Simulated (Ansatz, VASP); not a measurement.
**One calculation of Nb, two programs**

Contents of INCAR:

```
SYSTEM = Nb
  ALGO = Normal
  EDIFF = 1E-6
  EDIFFG = -0.005
  ENCUT = 600
  GGA = PE
  IBRION = 2
  ISIF = 3
  ISMEAR = -1
  LASPH = .TRUE.
  LCHARG = .FALSE.
  LREAL = .FALSE.
  LWAVE = .FALSE.
  NELM = 80
  NSW = 60
  PREC = Accurate
  SIGMA = 0.05
```

Contents of KPOINTS:

```
k-points
0
G
  9 9 12
  0 0 0
```

POSCAR

```
Nb
1.0
    4.6612275327      0.0000000000      0.0000000000
   -2.3306137664      4.0367414562      0.0000000000
    0.0000000000      0.0000000000      2.8899610703
Nb
3
Direct
    0.0000000000      0.0000000000      0.0000000000
    0.3333333333      0.6666666667      0.5000000000
    0.6666666667      0.3333333333      0.5000000000
```

Input for Ansatz:

```yaml
crystal:
  lattice:
    - [4.6612275327, 0.0, 0.0]
    - [-2.3306137664, 4.0367414562, 0.0]
    - [0.0, 0.0, 2.8899610703]
  atoms:
    - { symbol: Nb, position: [0.0, 0.0, 0.0] }
    - { symbol: Nb, position: [0.3333333333, 0.6666666667, 0.5] }
    - { symbol: Nb, position: [0.6666666667, 0.3333333333, 0.5] }
kpoints:
  mp_grid: { grid: [9, 9, 12] }
scf:
  occupations: { method: fermi_dirac, width: 0.05 }
hamiltonian:
  xc: pbe
  pseudopotentials: { kind: paw }
output:
  forces: true
  stress: true
relax:
  f_tol: 0.005
  max_steps: 40
  cell: {}
```

Alike in both runs: task relaxation of cell and atoms; functional PBE; k mesh 9 × 9 × 12; occupations fermi-dirac, width 0.05 eV; no spin polarisation.

```csv
,VASP,Ansatz
version,VASP 6.6.1,Ansatz 0.2.0
potentials or method,"VASP PAW PBE potentials, release 64 (Nb_sv)","PAW with Ansatz's default frozen-core files, scalar-relativistic"
plane-wave cutoff (eV),600,420
valence electrons in the cell,39,39
```

Ansatz gave:

```
relaxed volume (Å³/atom)                                                      : 18.49
relaxed length of the cell vector where the two differ most in proportion (Å) : 4.884
```

Problem. What did VASP give for the same quantities?

Solution. Relaxed volume (Å³/atom): 18.45; relaxed length of the cell vector where the two differ most in proportion (Å): 4.880.
